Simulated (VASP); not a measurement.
Ru:

```
Ru
1.0
     2.70000    0.00000    0.00000
    -1.35000    2.33827    0.00000
     0.00000    0.00000    4.27680
Ru
2
Cartesian
  0.0000 1.5588 3.2076
  1.3500 0.7794 1.0692
```

| Property | Result |
| --- | --- |
| Program | VASP 6.6.1 |
| Task | relaxation of cell and atoms |
| Functional | PBE |
| Potentials or basis | VASP PAW PBE potentials, release 64 (Ru_pv) |
| Cutoff | 600 eV |
| k mesh | 18 × 18 × 10 |
| Occupations | gaussian, width 0.05 eV |
| Spin | no spin polarisation |

At the start: pressure 6.2 GPa; volume 13.50 Å³/atom.

How do energy, volume and symmetry change on relaxing?

Over 6 steps the energy falls by 4.9 meV/atom and the volume is 13.76 Å³/atom (+1.9 %); space group P6_3/mmc (No. 194, to 0.1 Å) before and after.

The path:
| step | energy change (eV) | largest force (eV/Å) | pressure (GPa) | volume (Å³) |
| --- | --- | --- | --- | --- |
| 1 | 0.0000 | 0.0000 | 6.16 | 27.00 |
| 2 | 0.0686 | 0.0000 | -15.17 | 29.08 |
| 3 | -0.0097 | 0.0000 | -0.13 | 27.52 |
| 4 | -0.0097 | 0.0000 | -0.01 | 27.51 |
| 5 | -0.0097 | 0.0000 | 0.00 | 27.51 |
| 6 | -0.0097 | 0.0000 | -0.01 | 27.51 |

Final structure:
```cif
data_structure
_symmetry_space_group_name_H-M 'P 1'
_symmetry_Int_Tables_number 1
_cell_length_a 2.7190
_cell_length_b 2.7190
_cell_length_c 4.2973
_cell_angle_alpha 90.000
_cell_angle_beta 90.000
_cell_angle_gamma 120.000
_cell_volume 27.51
loop_
_atom_site_label
_atom_site_type_symbol
_atom_site_fract_x
_atom_site_fract_y
_atom_site_fract_z
_atom_site_occupancy
Ru1 Ru 0.33333 0.66667 0.75000 1
Ru2 Ru 0.66667 0.33333 0.25000 1
```
